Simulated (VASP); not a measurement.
# Ni: single point with PBE

The system is Ni.

```xyz
2
Lattice="1.2183 -3.8228 0.0000 1.2183 3.8228 0.0000 0.0000 0.0000 2.4657" Properties=species:S:1:pos:R:3 pbc="T T T"
Ni    1.2183   -2.7896    0.6164
Ni    1.2183    2.7896    1.8493
```

```yaml
Program: VASP 6.6.1
Task: single point
Functional: PBE
Potentials_or_basis: VASP PAW PBE potentials, release 64 (Ni)
Cutoff: 520 eV
k_mesh: 8 × 8 × 6
Occupations: gaussian, width 0.1 eV
Spin: collinear spin, ferromagnetic start
Starting_moments: "[0.73, 0.73] μB"
```

| Property | Result |
| --- | --- |
| Pressure | 0.0 GPa |
| Largest force | 0.009 eV/Å |
| Net moment | 1.36 μB per cell |
| Site moments | Ni +0.69 μB |
| Valence electrons inside the program's atomic spheres | Ni 9.29 |

Forces in eV/Å, atoms in the order of the input:
```
Ni   0.000 -0.009  0.000
Ni   0.000  0.009  0.000
```

Stress tensor (GPa, compression positive):
```
-0.29  0.00  0.00
 0.00  0.30  0.00
 0.00  0.00 -0.03
```

Levels at points of the mesh, in eV from the Fermi level:
Spin up:
```csv
k point,band 8,band 9,band 10,band 11,band 12,band 13,band 14,band 15
"(0.00, 0.00, 0.00)",-1.21,-0.89,-0.67,-0.39,1.26,7.03,15.65,19.50
"(0.50, 0.00, 0.00)",-1.68,-1.16,-0.64,0.51,2.45,3.66,8.68,15.09
"(0.50, 0.50, 0.00)",-1.53,-1.50,-1.02,-0.56,-0.54,16.08,16.26,18.00
"(0.00, 0.00, 0.50)",-2.06,-0.71,-0.71,1.14,1.14,9.84,9.84,11.53
"(0.50, 0.00, 0.50)",-0.84,-0.27,-0.27,4.60,4.60,8.82,8.82,11.11
"(0.50, 0.50, 0.50)",-1.13,-0.57,-0.57,-0.12,-0.12,5.29,5.29,20.39
```
Spin down:
| k point | band 7 | band 8 | band 9 | band 10 | band 11 | band 12 | band 13 | band 14 |
| --- | --- | --- | --- | --- | --- | --- | --- | --- |
| (0.00, 0.00, 0.00) | -0.83 | -0.39 | -0.19 | 0.04 | 0.51 | 1.25 | 7.36 | 15.68 |
| (0.50, 0.00, 0.00) | -1.27 | -0.99 | -0.42 | 0.22 | 1.16 | 2.90 | 3.82 | 8.99 |
| (0.50, 0.50, 0.00) | -0.92 | -0.70 | -0.68 | -0.32 | 0.18 | 0.31 | 16.15 | 16.28 |
| (0.00, 0.00, 0.50) | -1.37 | -1.37 | 0.10 | 0.10 | 1.67 | 1.67 | 10.02 | 10.02 |
| (0.50, 0.00, 0.50) | -0.11 | -0.11 | 0.59 | 0.59 | 4.69 | 4.69 | 9.00 | 9.00 |
| (0.50, 0.50, 0.50) | -0.32 | -0.32 | -0.31 | -0.31 | 0.34 | 0.34 | 5.73 | 5.73 |

Run time: 37 s on 1 thread of Intel(R) Xeon(R) 6975P-C (Granite Rapids), on a shared host, peak memory 0.19 GiB.

Caveat: the k points lie up to 0.42 Å⁻¹ apart.
